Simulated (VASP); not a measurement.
# InSbO (P-6m2) in VASP: further runs, part 2 of 3

VASP 6.6.1. Earlier steps stand in the parts before.

## 3. Single point, PBE

This run uses another cell than the first one, of 23.30 Å³/atom.

File INCAR:

```
SYSTEM = InSbO
ALGO = Fast ; EDIFF = 1E-7
ENCUT = 520 ; GGA = PE
ISIF = 2 ; ISMEAR = 0
LASPH = .TRUE. ; LCHARG = .FALSE.
LREAL = .FALSE. ; LWAVE = .FALSE.
NBANDS = 19 ; NELM = 80
PREC = Accurate ; SIGMA = 0.1
```

File KPOINTS:

```
k-points
0
G
  12 12 10
  0 0 0
```

File POSCAR:

```
InSbO
1.0
    3.8814732410      0.0000000000      0.0000000000
   -1.9407366205      3.3614544308      0.0000000000
    0.0000000000      0.0000000000      5.3571460597
In Sb O
1 1 1
Direct
    0.0000000000      0.0000000000      0.0000000000
    0.3333333333      0.6666666667      0.5000000000
    0.6666666667      0.3333333333      0.5000000000
```

Potentials or basis: VASP PAW PBE potentials, release 64 (In_d, Sb, O).

The run is started by

```console
> cat potpaw_PBE.64/In_d/POTCAR potpaw_PBE.64/Sb/POTCAR potpaw_PBE.64/O/POTCAR > POTCAR
> mpirun -np 1 vasp_std > vasp.out
```

OUTCAR:

```text
SYSTEM = InSbO
   EDIFF = 1E-7
   ENCUT = 520
   GGA = PE
   ISIF = 2
   ISMEAR = 0
   LASPH = .TRUE.
   LREAL = .FALSE.
   NELM = 80
   PREC = Accurate

 ion  position               nearest neighbor table
   1  0.000  0.000  0.000-   2 3.49   2 3.49   2 3.49   2 3.49   2 3.49   2 3.49
   2  0.333  0.667  0.500-   3 2.24   3 2.24   3 2.24   1 3.49   1 3.49   1 3.49   1 3.49   1 3.49
                             1 3.49
   3  0.667  0.333  0.500-   2 2.24   2 2.24   2 2.24

  LATTYP: Found a hexagonal cell.
 ALAT       =     3.8814732410
 C/A-ratio  =     1.3801836898

  Lattice vectors:

 A1 = (   3.8814732410,   0.0000000000,   0.0000000000)
 A2 = (  -1.9407366205,   3.3614544308,   0.0000000000)
 A3 = (   0.0000000000,   0.0000000000,   5.3571460597)

Analysis of symmetry for initial positions (statically):
=====================================================================
 Subroutine PRICEL returns:
 Original cell was already a primitive cell.

 Routine SETGRP: Setting up the symmetry group for a
 hexagonal supercell.

 Subroutine GETGRP returns: Found 12 space group operations
 (whereof 12 operations were pure point group operations)
 out of a pool of 24 trial point group operations.

The static configuration has the point symmetry D_3h.

Analysis of symmetry for dynamics (positions and initial velocities):
=====================================================================
 Subroutine PRICEL returns:
 Original cell was already a primitive cell.

 Routine SETGRP: Setting up the symmetry group for a
 hexagonal supercell.

 Subroutine GETGRP returns: Found 12 space group operations
 (whereof 12 operations were pure point group operations)
 out of a pool of 24 trial point group operations.

The dynamic configuration has the point symmetry D_3h.

[... 116 lines left out ...]
   EFERMI_NEDOS =   21; number of points for ismear=-14 and -15
   IALGO  =     68    algorithm
   IMIX   =      4    mixing-type and parameters
     AMIX     =   0.40;   BMIX     =  1.00
     AMIX_MAG =   1.60;   BMIX_MAG =  1.00
  volume/ion in A,a.u.               =      23.30       157.23
  Fermi-wavevector in a.u.,A,eV,Ry     =   1.146374  2.166332 17.880399  1.314172
  Thomas-Fermi vector in A             =   2.283058
   LORBIT       =      0    0 simple, 1 ext, 2 COOP (PROOUT), +10 PAW based schemes
   GGA     = PE    functional components
   LHFCALC =     F    Hartree Fock is set to
   AEXX    =    0.0000 exact exchange contribution
   IVDW    =     0    specifies the selected vdW correction
   LEPSILON=     F    determine dielectric tensor
   LRPA    =     F    only Hartree local field effects (RPA)
 non-spin polarized calculation
 RMM-DIIS sequential band-by-band and
 Gauss-broadening in eV      SIGMA  =   0.10
  energy-cutoff  :      520.00
  volume of cell :       69.90
 maximum number of plane-waves:      1914
 NGX is ok and might be reduce to    30
   NGX = 15   NGY = 15   NGZ = 19

 number of electron      24.0000003 magnetization

 Free energy of the ion-electron system (eV)
  ---------------------------------------------------
  ext. energy  EPLUGINS =         0.00000000
  ---------------------------------------------------
  free energy    TOTEN  =       -12.48511371 eV

  energy without entropy =      -12.47637753  energy(sigma->0) =      -12.48074562

 E-fermi :   6.3847     XC(G=0):  -9.6023

 val. band max:        6.3767376719   @ k =   0.3333   0.0833   0.5000
 cond. band min:       6.3945406467   @ k =   0.4167   0.0000   0.5000
 fundamental gap:      0.0178029749
 Fermi energy:         6.3847185799

 k-point     1 :       0.0000    0.0000    0.0000
  band No.  band energies     occupation
      1     -12.8509      2.00000
      2      -8.5146      2.00000
      3      -8.4885      2.00000
      4      -8.4885      2.00000
      5      -8.4498      2.00000
      6      -8.4498      2.00000
[... 505 lines left out ...]
      6      -8.4279      2.00000
[... 11 lines left out ...]
     18      13.2531      0.00000
     19      15.2336      0.00000

 [... further k-points ...]

------------------------ aborting loop because EDIFF is reached ----------------------------------------

  FORCE on cell =-STRESS in cart. coord.  units (eV):
  Direction    XX          YY          ZZ          XY          YZ          ZX
  --------------------------------------------------------------------------------------
  -------------------------------------------------------------------------------------
  Total       -0.1742895     -0.1742895     -0.0392548      0.0000000      0.0000000      0.0000000
  in kB       -3.9950710     -3.9950710     -0.8998001      0.0000000      0.0000000      0.0000000
  external PRESSURE =      -2.9633140 kB  Pullay stress =       0.0000000 kB

 VOLUME and BASIS-vectors are now :
 -----------------------------------------------------------------------------
  energy-cutoff  :      520.00
  volume of cell :       69.90
      direct lattice vectors                 reciprocal lattice vectors
     3.881473241  0.000000000  0.000000000     0.257634135  0.148745137  0.000000000
    -1.940736621  3.361454431  0.000000000     0.000000000  0.297490274  0.000000000
     0.000000000  0.000000000  5.357146060     0.000000000  0.000000000  0.186666555

 POSITION                                       TOTAL-FORCE (eV/Angst)
 -----------------------------------------------------------------------------------
      0.00000      0.00000      0.00000         0.000000     -0.000000      0.000000
     -0.00000      2.24097      2.67857         0.000000      0.000000      0.000000
      1.94074      1.12048      2.67857        -0.000000      0.000000      0.000000
 -----------------------------------------------------------------------------------
    total drift:                               -0.000000      0.000000      0.000000

  FREE ENERGIE OF THE ION-ELECTRON SYSTEM (eV)
  ---------------------------------------------------
  free  energy   TOTEN  =       -12.4851137104 eV

  energy  without entropy=      -12.4763775258  energy(sigma->0) =      -12.48074562
```

Wall time 2.1 min (1 thread of Oxide Virtual Turin-like, shared host); peak memory 0.27 GiB.

What came out:

| Property | Result |
| --- | --- |
| Free energy | -12.4851 eV |
| Pressure | -0.3 GPa |
| Band gap on the k mesh | zero (bands 12 and 13 overlap by 3.04 eV) |

Caveat: spin-orbit coupling is left out, which moves the levels of the heavy elements.

## 4. Single point, PBE

This run uses another cell than the first one, of 23.28 Å³/atom.

File INCAR:

```
SYSTEM = InSbO
PREC = Accurate ; ENCUT = 520
EDIFF = 1E-6 ; ISMEAR = 0
SIGMA = 0.1 ; LREAL = .False.
LASPH = .True. ; NELM = 60
ALGO = Fast ; ISIF = 2
LWAVE = .False. ; LCHARG = .False.
GGA = PE ; NBANDS = 19
```

File KPOINTS:

```
Automatic mesh
0
Gamma
  12 12 8
  0 0 0
```

File POSCAR:

```
InSbO
1.0
    3.8857908799      0.0000000000      0.0000000000
   -1.9428954400      3.3651936158      0.0000000000
    0.0000000000      0.0000000000      5.3398177490
In Sb O
1 1 1
Direct
    0.0000000000      0.0000000000      0.0000000000
    0.3333333333      0.6666666667      0.5000000000
    0.6666666667      0.3333333333      0.5000000000
```

Potentials or basis: VASP PAW PBE potentials, release 64 (In_d, Sb, O).

The run is started by

```console
> cat potpaw_PBE.64/In_d/POTCAR potpaw_PBE.64/Sb/POTCAR potpaw_PBE.64/O/POTCAR > POTCAR
> mpirun -np 1 vasp_std > vasp.out
```

OUTCAR:

```text
SYSTEM = InSbO
   PREC = Accurate
   ENCUT = 520
   EDIFF = 1E-6
   ISMEAR = 0
   LREAL = .False.
   LASPH = .True.
   NELM = 60
   ISIF = 2
   GGA = PE

 ion  position               nearest neighbor table
   1  0.000  0.000  0.000-   2 3.49   2 3.49   2 3.49   2 3.49   2 3.49   2 3.49
   2  0.333  0.667  0.500-   3 2.24   3 2.24   3 2.24   1 3.49   1 3.49   1 3.49   1 3.49   1 3.49
                             1 3.49
   3  0.667  0.333  0.500-   2 2.24   2 2.24   2 2.24

  LATTYP: Found a hexagonal cell.
 ALAT       =     3.8857908799
 C/A-ratio  =     1.3741907154

  Lattice vectors:

 A1 = (   3.8857908799,   0.0000000000,   0.0000000000)
 A2 = (  -1.9428954400,   3.3651936158,   0.0000000000)
 A3 = (   0.0000000000,   0.0000000000,   5.3398177490)

Analysis of symmetry for initial positions (statically):
=====================================================================
 Subroutine PRICEL returns:
 Original cell was already a primitive cell.

 Routine SETGRP: Setting up the symmetry group for a
 hexagonal supercell.

[... 167 lines left out ...]

  energy without entropy =      -12.47556848  energy(sigma->0) =      -12.48012140

 E-fermi :   6.3952     XC(G=0):  -9.6073

 val. band max:        6.3925232371   @ k =   0.1667   0.1667   0.5000
 cond. band min:       6.3999044629   @ k =   0.4167  -0.0000   0.5000
 fundamental gap:      0.0073812258
 Fermi energy:         6.3951849079

 k-point     1 :       0.0000    0.0000    0.0000
  band No.  band energies     occupation
      1     -12.8200      2.00000
      2      -8.5096      2.00000
      3      -8.4850      2.00000
      4      -8.4850      2.00000
      5      -8.4458      2.00000
      6      -8.4458      2.00000
[... 505 lines left out ...]
      6      -8.4249      2.00000
[... 11 lines left out ...]
     18      13.3067      0.00000
     19      15.5201      0.00000

 [... further k-points ...]

------------------------ aborting loop because EDIFF is reached ----------------------------------------

  FORCE on cell =-STRESS in cart. coord.  units (eV):
  Direction    XX          YY          ZZ          XY          YZ          ZX
  --------------------------------------------------------------------------------------
  -------------------------------------------------------------------------------------
  Total       -0.1712610     -0.1712610     -0.0383020      0.0000000      0.0000000      0.0000000
  in kB       -3.9296445     -3.9296445     -0.8788522      0.0000000      0.0000000      0.0000000
  external PRESSURE =      -2.9127137 kB  Pullay stress =       0.0000000 kB

 VOLUME and BASIS-vectors are now :
 -----------------------------------------------------------------------------
  energy-cutoff  :      520.00
  volume of cell :       69.83
      direct lattice vectors                 reciprocal lattice vectors
     3.885790880  0.000000000  0.000000000     0.257347868  0.148579861  0.000000000
    -1.942895440  3.365193616  0.000000000     0.000000000  0.297159722  0.000000000
     0.000000000  0.000000000  5.339817749     0.000000000  0.000000000  0.187272309

 POSITION                                       TOTAL-FORCE (eV/Angst)
 -----------------------------------------------------------------------------------
      0.00000      0.00000      0.00000         0.000000      0.000000      0.000000
     -0.00000      2.24346      2.66991         0.000000      0.000000      0.000000
      1.94290      1.12173      2.66991        -0.000000      0.000000      0.000000
 -----------------------------------------------------------------------------------
    total drift:                               -0.000000      0.000000      0.000000

  FREE ENERGIE OF THE ION-ELECTRON SYSTEM (eV)
  ---------------------------------------------------
  free  energy   TOTEN  =       -12.4846743211 eV

  energy  without entropy=      -12.4755684761  energy(sigma->0) =      -12.48012140
```

Run time: 66 s. Hardware: 1 thread of Oxide Virtual Turin-like, shared host; peak memory 0.25 GiB.

Results:

```
Free energy            : -12.4847 eV
Pressure               : -0.3 GPa
Band gap on the k mesh : zero (bands 12 and 13 overlap by 3.06 eV)
```

Stress tensor (GPa, compression positive):
```
-0.39  0.00  0.00
 0.00 -0.39  0.00
 0.00  0.00 -0.09
```

Caveat: spin-orbit coupling is left out, which moves the levels of the heavy elements.

## 5. Relaxation of cell and atoms, PBE

This run uses another cell than the first one, of 23.57 Å³/atom.

File INCAR:

```
ALGO = Fast
EDIFF = 1E-7
EDIFFG = -0.01
ENCUT = 600
GGA = PE
IBRION = 2
ISIF = 3
ISMEAR = 0
LASPH = True
LCHARG = False
LREAL = False
LWAVE = False
NELM = 80
NSW = 100
PREC = Accurate
SIGMA = 0.1
```

File KPOINTS:

```
k-points
0
Gamma
  12 12 8
```

File POSCAR:

```
InSbO
1.0
    3.8602671587      0.0000000000      0.0000000000
   -1.9301335794      3.3430894249      0.0000000000
    0.0000000000      0.0000000000      5.4784867503
In Sb O
1 1 1
Direct
    0.0000000000      0.0000000000      0.0000000000
    0.3333333333      0.6666666667      0.5000000000
    0.6666666667      0.3333333333      0.5000000000
```

The run is started by

```console
> cat potpaw_PBE.64/In_d/POTCAR potpaw_PBE.64/Sb/POTCAR potpaw_PBE.64/O/POTCAR > POTCAR
> mpirun -np 1 vasp_std > vasp.out
```

It took 11 min on 1 thread of Oxide Virtual Turin-like, shared host; peak memory 0.31 GiB.

Results (log left out):

```
Free energy                           : -12.4877 eV
Relaxed volume                        : 23.18 Å³/atom
Relaxed cell                          : a = 3.874 Å, b = 3.874 Å, c = 5.351 Å, α = 90.00°, β = 90.00°, γ = 120.00°
Space group after relaxing (to 0.1 Å) : P-6m2 (No. 187)
Energy gained by relaxing             : 0.5 meV/atom
Ionic steps                           : 8
Pressure after relaxing               : 0.0 GPa
Band gap on the k mesh                : zero (bands 12 and 13 overlap by 3.06 eV)
```

Step by step:
| step | energy change (eV) | largest force (eV/Å) | pressure (GPa) | volume (Å³) |
| --- | --- | --- | --- | --- |
| 1 | 0.0000 | 0.0000 | -0.27 | 70.70 |
| 2 | -0.0004 | 0.0000 | 0.01 | 70.30 |
| 3 | -0.0004 | 0.0000 | 0.04 | 70.27 |
| 4 | -0.0006 | 0.0000 | 0.05 | 70.19 |
| 5 | -0.0010 | 0.0000 | 0.06 | 69.94 |
| 6 | -0.0015 | 0.0000 | 0.09 | 69.42 |
| 7 | -0.0013 | 0.0000 | -0.24 | 69.78 |
| 8 | -0.0015 | 0.0000 | 0.01 | 69.53 |

Final structure:
```yaml
crystal:
  lattice:
    - [3.87353, 0.00000, 0.00000]
    - [-1.93677, 3.35458, 0.00000]
    - [0.00000, 0.00000, 5.35074]
  atoms:
    - { symbol: In, position: [0.00000, 0.00000, 0.00000] }
    - { symbol: Sb, position: [0.33333, 0.66667, 0.50000] }
    - { symbol: O, position: [0.66667, 0.33333, 0.50000] }
```

Levels at points of the mesh, in eV from the Fermi level:
```
           k point  band 10  band 11  band 12  band 13  band 14  band 15
(0.00, 0.00, 0.00)    -5.02    -4.63    -0.33     1.93     1.93     5.87
(0.50, 0.00, 0.00)    -3.79    -2.84    -1.28    -0.28     2.15     2.45
(0.00, 0.00, 0.50)    -5.01    -2.87     2.29     2.31     2.31     2.32
(0.50, 0.00, 0.50)    -4.39    -3.33    -1.48     0.04     2.84     3.11
```

Caveat: spin-orbit coupling is left out, which moves the levels of the heavy elements.

(Part 2 of 3 ends here.)

The gap in the log of VASP goes by the Fermi energy; the results here count the filled bands.